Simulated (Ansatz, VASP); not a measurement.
## Two plane-wave programs on Ru16CO

INCAR

```
SYSTEM = Ru16CO
PREC = Accurate
ENCUT = 520
EDIFF = 1E-7
ISMEAR = 0
SIGMA = 0.1
LREAL = Auto
LASPH = .True.
NELM = 100
ALGO = Normal
ISIF = 2
LWAVE = .False.
LCHARG = .False.
LDIPOL = .True.
IDIPOL = 3
DIPOL = 0.5 0.5 0.321
GGA = PE
NBANDS = 132
```

File KPOINTS:

```
regular mesh
0
Gamma
  6 6 1
  0 0 0
```

Contents of POSCAR:

```
Ru16CO
1.0
    5.4400501759      0.0000000000      0.0000000000
   -2.7200250880      4.7112216502      0.0000000000
    0.0000000000      0.0000000000     24.3659169780
Ru C O
16 1 1
Direct
    0.3333333333      0.1666666667      0.1641637376
    0.3333333333      0.6666666667      0.1641637376
    0.8333333333      0.1666666667      0.1641637376
    0.8333333333      0.6666666667      0.1641637376
    0.1666666667      0.3333333333      0.2523354552
    0.1666666667      0.8333333333      0.2523354552
    0.6666666667      0.3333333333      0.2523354552
    0.6666666667      0.8333333333      0.2523354552
    0.3333333333      0.1666666667      0.3401874899
    0.3333333333      0.6666666667      0.3401874899
    0.8333333333      0.1666666667      0.3401874899
    0.8333333333      0.6666666667      0.3401874899
    0.1666666667      0.3333333333      0.4254269186
    0.1666666667      0.8333333333      0.4254269186
    0.6666666667      0.3333333333      0.4254269186
    0.6666666667      0.8333333333      0.4254269186
    0.4166666667      0.8333333333      0.4997110098
    0.4166666667      0.8333333333      0.5473184937
```

Input for Ansatz:

```yaml
crystal:
  lattice:
    - [5.4400501759, 0.0, 0.0]
    - [-2.720025088, 4.7112216502, 0.0]
    - [0.0, 0.0, 24.365916978]
  atoms:
    - { symbol: Ru, position: [0.3333333333, 0.1666666667, 0.1641637376] }
    - { symbol: Ru, position: [0.3333333333, 0.6666666667, 0.1641637376] }
    - { symbol: Ru, position: [0.8333333333, 0.1666666667, 0.1641637376] }
    - { symbol: Ru, position: [0.8333333333, 0.6666666667, 0.1641637376] }
    - { symbol: Ru, position: [0.1666666667, 0.3333333333, 0.2523354552] }
    - { symbol: Ru, position: [0.1666666667, 0.8333333333, 0.2523354552] }
    - { symbol: Ru, position: [0.6666666667, 0.3333333333, 0.2523354552] }
    - { symbol: Ru, position: [0.6666666667, 0.8333333333, 0.2523354552] }
    - { symbol: Ru, position: [0.3333333333, 0.1666666667, 0.3401874899] }
    - { symbol: Ru, position: [0.3333333333, 0.6666666667, 0.3401874899] }
    - { symbol: Ru, position: [0.8333333333, 0.1666666667, 0.3401874899] }
    - { symbol: Ru, position: [0.8333333333, 0.6666666667, 0.3401874899] }
    - { symbol: Ru, position: [0.1666666667, 0.3333333333, 0.4254269186] }
    - { symbol: Ru, position: [0.1666666667, 0.8333333333, 0.4254269186] }
    - { symbol: Ru, position: [0.6666666667, 0.3333333333, 0.4254269186] }
    - { symbol: Ru, position: [0.6666666667, 0.8333333333, 0.4254269186] }
    - { symbol: C, position: [0.4166666667, 0.8333333333, 0.4997110098] }
    - { symbol: O, position: [0.4166666667, 0.8333333333, 0.5473184937] }
basis:
  ecutwfc: 420
kpoints:
  mp_grid: { grid: [6, 6, 1] }
hamiltonian:
  xc: pbe
scf:
  occupations: { method: gaussian, width: 0.1 }
output:
  forces: true
  eigenvalues: true
efield:
  axis: 3
  dipole_correction: true
  ramp_width: 0.04
```

Alike in both runs: task single point; functional PBE; k mesh 6 × 6 × 1; occupations gaussian, width 0.1 eV; no spin polarisation.

```csv
,VASP,Ansatz
version,VASP 6.6.1,Ansatz 0.2.0
potentials or method,"VASP PAW PBE potentials, release 64 (Ru_pv, C, O), cutoff 520 eV","scalar-relativistic, plane waves, PAW"
valence electrons in the cell,234,266
```

VASP gave:

```
gap on the k mesh at the Fermi level (eV) : none
rms of the force components (eV/Å)        : 0.558
```

Task: Which values does Ansatz return?

Result: gap on the k mesh at the Fermi level (eV): none; rms of the force components (eV/Å): 0.459.

Atom by atom the forces differ by 0.152 eV/Å (rms over components). A gap of «none» marks a metal or a gap that the smearing closes. VASP's potentials hold 234 valence electrons a cell and Ansatz's 266, so a difference there can come from the potentials and not from the codes.

Noted on VASP's run: the standard files for N, O and F lose accuracy on very short bonds.
